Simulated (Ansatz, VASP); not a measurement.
## One calculation of Si2Ni, two programs

```
CELL_PARAMETERS angstrom
0.00000 2.69315 2.69315
2.69315 0.00000 2.69315
2.69315 2.69315 0.00000
ATOMIC_POSITIONS crystal
Si 0.25000 0.25000 0.25000
Si 0.75000 0.75000 0.75000
Ni 0.00000 0.00000 0.00000
```

Alike in both runs: task single point; functional PBE; k mesh 6 × 6 × 6; occupations gaussian, width 0.1 eV; no spin polarisation.

|  | VASP | Ansatz |
| --- | --- | --- |
| version | VASP 6.6.1 | Ansatz 0.2.0 |
| potentials or method | VASP PAW PBE potentials, release 64 (Si, Ni), cutoff 600 eV | scalar-relativistic, plane waves, PAW |
| valence electrons in the cell | 18 | 26 |

|  | VASP | Ansatz | Ansatz less VASP |
| --- | --- | --- | --- |
| gap on the k mesh at the Fermi level (eV) | none | none | - |
| pressure (GPa) | 5.6 | 5.7 | +0.14 |

A gap of «none» marks a metal or a gap that the smearing closes. The functional is the same, so the differences come from potentials, cutoffs and numerics. VASP's potentials hold 18 valence electrons a cell and Ansatz's 26, so a difference there can come from the potentials and not from the codes.
